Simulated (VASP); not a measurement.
Set up this calculation in VASP 6.6.1, as the native input.

| Item | Value |
| --- | --- |
| Task | single point |
| Functional | PBEsol |
| Dispersion | D3(BJ) |
| Potentials or basis | VASP PAW PBE potentials, release 64 (Pb_d) |
| Cutoff | 520 eV |
| k mesh | 9 × 9 × 5 |
| Occupations | fermi-dirac, width 0.05 eV |
| Spin | no spin polarisation |
| Dipole correction | no |
| Further INCAR settings | ALGO = Fast; EDIFF = 1e-06; NBANDS = 21 |

The structure of Pb lies in POSCAR:

```
Pb
1.0
    3.0386068135     -1.7503199600      0.0000000000
    3.0386068135      1.7503199600      0.0000000000
   -2.1154626375      0.0000000000      6.0952248674
Pb
2
Direct
    0.9085084100      0.9085084100      0.7262922000
    0.0914915900      0.0914915900      0.2737078000
```

These files were run (other wordings do the same):

INCAR

```
PREC = Accurate ; ENCUT = 520
EDIFF = 1E-6 ; ISMEAR = -1
SIGMA = 0.05 ; LREAL = False
LASPH = True ; NELM = 100
ALGO = Fast ; ISIF = 2
LWAVE = False ; LCHARG = False
GGA = PS ; IVDW = 12
NBANDS = 21
```

KPOINTS

```
regular mesh
0
Gamma
  9 9 5
```

Potentials or basis: VASP PAW PBE potentials, release 64 (Pb_d).

Launch:

```sh
$ cat potpaw_PBE.64/Pb_d/POTCAR > POTCAR
$ mpirun -np 1 vasp_std > vasp.out
```

It gave:

| Quantity | Value |
| --- | --- |
| Pressure | -3.9 GPa |
| Largest force | 0.136 eV/Å |
| Band gap on the k mesh | zero (band 14 reaches 12.54 eV, above the bottom of band 15 at 4.93 eV) |
| Dispersion energy per atom | -0.411 eV |

Caveat: three body term missing; the PAW data sets were made with another functional, which shifts forces and pressure a little; spin-orbit coupling is left out, which moves the levels of the heavy elements; pairwise dispersion overbinds metals, which lowers pressure and volume.

It took 100 s on 1 thread of Intel(R) Xeon(R) Platinum 8488C (Sapphire Rapids), with other jobs on the host, peak memory 0.27 GiB.
